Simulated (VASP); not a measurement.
A run of VASP 6.6.1:

INCAR

```
PREC = Accurate
ENCUT = 520
EDIFF = 1E-7
ISMEAR = -1
SIGMA = 0.05
LREAL = F
LASPH = T
NELM = 80
ALGO = Normal
ISIF = 2
LWAVE = F
LCHARG = T
GGA = PS
LELF = T
LVHAR = T
NBANDS = 18
```

Contents of KPOINTS:

```
Automatic mesh
0
Gamma
  8 1 6
```

File POSCAR:

```
P
1.0
    3.2837277200      0.0000000000      0.0000000000
    0.0000000000     34.8570309900      0.0000000000
    0.0000000000      0.0000000000      4.6320847100
P
4
Direct
    0.5012240000      0.9711420000      0.9154370000
    0.4966880000      0.0305910000      0.0847350000
    0.0075000000      0.0287940000      0.4114240000
   -0.0118830000      0.9699380000      0.5999270000
```

Potentials or basis: VASP PAW PBE potentials, release 64 (P).

Run with:

```console
$ cat potpaw_PBE.64/P/POTCAR > POTCAR
$ mpirun -np 1 vasp_std > vasp.out
```

Hardware: 1 thread of Oxide Virtual Turin-like Processor, on a shared host.

Problem. How long does it take, and how much memory?

Solution. Wall time 10 min on 1 thread of Oxide Virtual Turin-like Processor, on a shared host, peak memory 0.54 GiB. Counts: scf iterations 25, k points 26.
